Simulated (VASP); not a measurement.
# Pd: single point with r2SCAN

The system is Pd.

```
Pd
1.0
    -1.55575    1.55575    1.55575
     1.55575   -1.55575    1.55575
     1.55575    1.55575   -1.55575
Pd
1
Direct
  0.00000 0.00000 0.00000
```

This isn't the form of Pd at room conditions, which is fcc.

- Program: VASP 6.6.1
- Task: single point
- Functional: r2SCAN
- Potentials or basis: VASP PAW PBE potentials, release 64 (Pd)
- Cutoff: 550 eV
- k mesh: 18 × 18 × 18
- Occupations: gaussian, width 0.1 eV
- Spin: no spin polarisation
- Dipole correction: no
- Further INCAR settings: ALGO = Normal; EDIFF = 1e-06; NBANDS = 11

```
Pressure               : 0.2 GPa
Band gap on the k mesh : zero (bands 5 and 6 overlap by 1.72 eV)
```

Levels at points of the mesh, in eV from the Fermi level:
```csv
k point,band 3,band 4,band 5,band 6,band 7,band 8
"(0.00, 0.00, 0.00)",-2.97,-2.97,-1.02,-1.02,20.30,20.30
"(0.50, 0.00, 0.00)",-1.08,-0.79,0.60,1.71,8.19,15.89
"(0.50, 0.50, 0.50)",0.21,0.21,0.21,9.72,9.72,9.72
```

Run time: 2.9 min on 1 thread of Intel Xeon 8259CL, with other jobs on the host, peak memory 0.17 GiB.

Caveat: the PAW data sets were made with another functional, which shifts forces and pressure a little.
